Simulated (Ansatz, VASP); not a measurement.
**AlN in VASP and in Ansatz**

```xyz
2
Lattice="0.0000 2.0221 2.0221 1.8390 0.0000 2.0221 1.8390 2.0221 0.0000" Properties=species:S:1:pos:R:3 pbc="T T T"
Al    1.8390    2.0221    2.0221
N     0.0000    0.0000    0.0000
```

Alike in both runs: task single point; functional PBE; k mesh 10 × 10 × 10; occupations gaussian, width 0.02 eV; no spin polarisation.

|  | VASP | Ansatz |
| --- | --- | --- |
| version | VASP 6.6.1 | Ansatz 0.2.0 |
| potentials or method | VASP PAW PBE potentials, release 64 (Al, N), cutoff 520 eV | scalar-relativistic, plane waves, PAW |
| valence electrons in the cell | 8 | 8 |

|  | VASP | Ansatz | Ansatz less VASP |
| --- | --- | --- | --- |
| gap on the k mesh at the Fermi level (eV) | 4.28 | 4.27 | -0.006 |
| least direct gap on the mesh (eV) | 6.66 | 6.64 | -0.022 |
| pressure (GPa) | 41.8 | 42.1 | +0.25 |
| traceless stress, the component that is largest in VASP (GPa) | 35.60 | 35.48 | -0.116 |

Both programs put the cell under a high pressure, so it lies far from rest at this level.
